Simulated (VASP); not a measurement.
Si: single point with r2SCAN

Si:

```
Si
1.0
     2.62054    0.00000    0.00000
    -1.31027    2.26946    0.00000
     0.00000    0.00000    2.65133
Si
1
Direct
  0.00000 0.00000 0.00000
```

This cell differs from its parent crystal: strain +0.0750 x Voigt [0, 0, 1, 0, 0, 0].

```yaml
Program: VASP 6.6.1
Task: single point
Functional: r2SCAN
Potentials_or_basis: VASP PAW PBE potentials, release 64 (Si)
Cutoff: 520 eV
k_mesh: 24 × 24 × 20
Occupations: gaussian, width 0.15 eV
Spin: no spin polarisation
Dipole_correction: no
Further_INCAR_settings: ALGO = Normal; EDIFF = 1e-06; NBANDS = 8
```

```json
{
  "Pressure": "-5.3 GPa",
  "Band gap on the k mesh": "zero (bands 2 and 3 overlap by 10.45 eV)"
}
```

Stress tensor (GPa, compression positive):
```
 -0.45   0.00   0.00
  0.00  -0.45   0.00
  0.00   0.00 -14.94
```

Levels at points of the mesh, in eV from the Fermi level:
```
           k point  band 1  band 2  band 3  band 4  band 5  band 6  band 7
(0.00, 0.00, 0.00)  -14.29    5.82    7.03   11.70   11.70   13.50   13.50
(0.50, 0.00, 0.00)   -7.26   -6.69    6.09    7.37   11.12   13.72   17.02
(0.00, 0.00, 0.50)  -10.39   -7.10   14.55   14.55   15.55   15.55   18.25
(0.50, 0.00, 0.50)   -3.71   -2.56   -1.62    2.11    8.96   12.48   13.79
```

It took 3.3 min on 1 thread of Intel(R) Xeon(R) Platinum 8259CL CPU @ 2.50GHz (Skylake/Cascade Lake) (shared host), peak memory 0.18 GiB.

Caveat: the cell differs from its parent crystal (strain +0.0750 x Voigt [0, 0, 1, 0, 0, 0]); the cell stands under tension; the PAW data sets were made with another functional, which shifts forces and pressure a little.
